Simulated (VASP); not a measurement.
A run of VASP 6.6.1 is set up as follows.

The input INCAR:

```
SYSTEM = Fe
PREC     = Accurate       ! precision mode
ENCUT    = 520            ! plane-wave cutoff, eV
EDIFF    = 1E-7           ! SCF threshold, eV
ISMEAR   = 0              ! smearing method
SIGMA    = 0.15           ! smearing width, eV
LREAL    = .FALSE.        ! projectors in reciprocal space
LASPH    = .TRUE.         ! aspherical terms in the spheres
NELM     = 150            ! most SCF steps
ALGO     = Normal         ! electronic algorithm
ISIF     = 2              ! what is computed and relaxed
LWAVE    = .FALSE.        ! write WAVECAR
LCHARG   = .TRUE.         ! write CHGCAR
ISPIN    = 2              ! spin polarisation
MAGMOM   = 2.64           ! initial moments
LORBIT   = 11             ! projections on sites
LMAXMIX  = 4              ! l up to which the mixer works
GGA      = PS             ! functional
LELF     = .TRUE.         ! ELF
LVHAR    = .TRUE.       
NBANDS   = 14             ! bands
```

The input KPOINTS:

```
Automatic mesh
0
G
  24 24 24
  0 0 0
```

The input POSCAR:

```
Fe
1.0
   -1.4390000000      1.4102200000      1.4390000000
    1.4390000000     -1.4102200000      1.4390000000
    1.4390000000      1.4102200000     -1.4390000000
Fe
1
Direct
    0.0000000000      0.0000000000      0.0000000000
```

Potentials or basis: VASP PAW PBE potentials, release 64 (Fe).

Run with:

```console
$ cat potpaw_PBE.64/Fe/POTCAR > POTCAR
$ mpirun -np 1 vasp_std > vasp.out
```

(1) Predict the site moments.

(2) Estimate the pressure.

(3) Estimate the net moment.

Answers

(1) Fe +2.23 μB.

(2) -13.8 GPa.

(3) 2.24 μB per cell.

Caveat: the cell differs from its parent crystal (strain -0.0200 x Voigt [0, 1, 0, 0, 0, 0]); the cell stands under tension; the PAW data sets were made with another functional, which shifts forces and pressure a little.
